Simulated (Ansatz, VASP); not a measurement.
# TePb: VASP beside Ansatz

```
Te Pb
1.0
     0.00000    3.22133    3.22133
     3.22133    0.00000    3.22133
     3.22133    3.22133    0.00000
Te Pb
1 1
Direct
  0.50155 0.50155 0.50155
  0.00000 0.00000 0.00000
```

Change from the starting cell: atom 1 moved by [0.01, 0.01, 0.01] A.

Alike in both runs: task single point; functional PBEsol; k mesh 6 × 6 × 6; no spin polarisation.

|  | VASP | Ansatz |
| --- | --- | --- |
| version | VASP 6.6.1 | Ansatz 0.2.0 |
| potentials or method | VASP PAW PBE potentials, release 64 (Te, Pb_d), cutoff 520 eV | all-electron LAPW, scalar-relativistic |
| occupations | gaussian, width 0.01 eV | fixed |

```tsv
	VASP	Ansatz	Ansatz less VASP
gap on the k mesh at the Fermi level (eV)	0.65	0.64	-0.006
pressure (GPa)	0.0	0.0	+0.05
rms of the force components (eV/Å)	0.003	0.003	-0.0001
```

VASP's potentials were made for PBE, not for PBEsol. Atom by atom the forces differ by 0.000 eV/Å (rms over components). Ansatz ran all-electron here, and VASP with PAW potentials.

Spin-orbit coupling is off throughout.
